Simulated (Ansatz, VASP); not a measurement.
HfO2 in VASP and in Ansatz

```
CELL_PARAMETERS angstrom
3.55802 0.00000 0.00000
0.00000 3.55802 0.00000
0.00000 0.00000 5.17186
ATOMIC_POSITIONS crystal
Hf 0.50000 0.50000 0.50000
Hf 0.00000 0.00000 0.00000
O 0.00000 0.50000 0.69721
O 0.50000 0.00000 0.80279
O 0.50000 0.00000 0.30279
O 0.00000 0.50000 0.19721
```

Alike in both runs: task relaxation of cell and atoms; functional RPBE; k mesh 6 × 6 × 4; no spin polarisation.

|  | VASP | Ansatz |
| --- | --- | --- |
| version | VASP 6.6.1 | Ansatz 0.2.0 |
| potentials or method | VASP PAW PBE potentials, release 64 (Hf_pv, O), cutoff 600 eV | plane waves, PAW |
| occupations | gaussian, width 0.01 eV | fixed |
| valence electrons in the cell | 44 | 76 |

```tsv
	VASP	Ansatz	Ansatz less VASP
relaxed volume (Å³/atom)	11.53	11.74	+0.209
relaxed cell length with the largest relative difference (Å)	5.302	5.345	+0.0429
```

VASP's potentials were made for PBE, not for RPBE. VASP's potentials hold 44 valence electrons a cell and Ansatz's 76, so a difference there can come from the potentials and not from the codes.

Spin-orbit coupling is off throughout.
